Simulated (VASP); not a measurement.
## Ti4W: single point with PBEsol

Crystal: Ti4W.

```
Ti W
1.0
     2.29308    1.32391    4.62728
    -2.29308    1.32391    4.62728
     0.00000   -2.64782    4.62728
Ti W
4 1
Direct
  0.89720 0.89720 0.89720
  0.10280 0.10280 0.10280
  0.31625 0.31625 0.31625
  0.68375 0.68375 0.68375
  0.50000 0.50000 0.50000
```

* Program: VASP 6.6.1
* Task: single point
* Functional: PBEsol
* Potentials or basis: VASP PAW PBE potentials, release 64 (Ti_sv, W_sv)
* Cutoff: 520 eV
* k mesh: 12 × 12 × 12
* Occupations: gaussian, width 0.1 eV
* Spin: no spin polarisation
* Dipole correction: no
* Further INCAR settings: ALGO = Fast; EDIFF = 1e-06; NBANDS = 39

```json
{
  "Pressure": "-5.3 GPa",
  "Largest force": "0.072 eV/Å",
  "Band gap on the k mesh": "zero (bands 31 and 32 overlap by 0.86 eV)"
}
```

Forces on the atoms (eV/Å):
```
Ti   0.000  0.000 -0.012
Ti   0.000  0.000  0.012
Ti   0.000  0.000  0.072
Ti   0.000  0.000 -0.072
W    0.000  0.000  0.000
```

Levels at points of the mesh, in eV from the Fermi level:
```csv
k point,band 28,band 29,band 30,band 31,band 32,band 33,band 34,band 35
"(0.00, 0.00, 0.00)",-1.11,-0.93,-0.93,-0.65,-0.64,1.13,1.14,1.14
"(0.50, 0.00, 0.00)",-0.85,-0.68,-0.29,-0.28,0.04,0.32,0.87,1.22
"(0.50, 0.50, 0.00)",-0.85,-0.56,-0.29,-0.07,0.02,0.58,1.30,1.44
"(0.50, 0.50, 0.50)",-1.03,-0.43,-0.43,-0.35,-0.35,0.62,0.62,2.37
```

It took 61 min on 1 thread of Intel(R) Xeon(R) Platinum 8259CL CPU @ 2.50GHz (Skylake/Cascade Lake), with other jobs on the host, peak memory 0.62 GiB.

Caveat: the cell stands under tension; the PAW data sets were made with another functional, which shifts forces and pressure a little; spin-orbit coupling is left out, which moves the levels of the heavy elements.
